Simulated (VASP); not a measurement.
A run of VASP 6.6.1 is set up as follows.

Contents of INCAR:

```
SYSTEM = TaN
PREC = Accurate
ENCUT = 520
EDIFF = 1E-7
ISMEAR = 0
SIGMA = 0.15
LREAL = .FALSE.
LASPH = .TRUE.
NELM = 60
ALGO = Normal
ISIF = 2
LWAVE = .FALSE.
LCHARG = .FALSE.
GGA = PE
NBANDS = 15
```

Contents of KPOINTS:

```
Automatic mesh
0
G
  11 11 11
  0 0 0
```

Contents of POSCAR:

```
TaN
1.0
    0.0000000000      2.1192710523      2.1192710523
    2.1192710523      0.0000000000      2.1192710523
    2.1192710523      2.1192710523      0.0000000000
Ta N
1 1
Direct
    0.5000000000      0.5000000000      0.5000000000
    0.0000000000      0.0000000000      0.0000000000
```

Potentials or basis: VASP PAW PBE potentials, release 64 (Ta_pv, N).

Launch:

```sh
$ cat potpaw_PBE.64/Ta_pv/POTCAR potpaw_PBE.64/N/POTCAR > POTCAR
$ mpirun -np 1 vasp_std > vasp.out
```

Problem. Estimate the band gap on the k mesh.

Solution. Zero (band 8 reaches 12.82 eV, above the bottom of band 9 at 8.41 eV).

Problem. Estimate the pressure.

Solution. 55.2 GPa.

Caveat: spin-orbit coupling is left out, which moves the levels of the heavy elements.
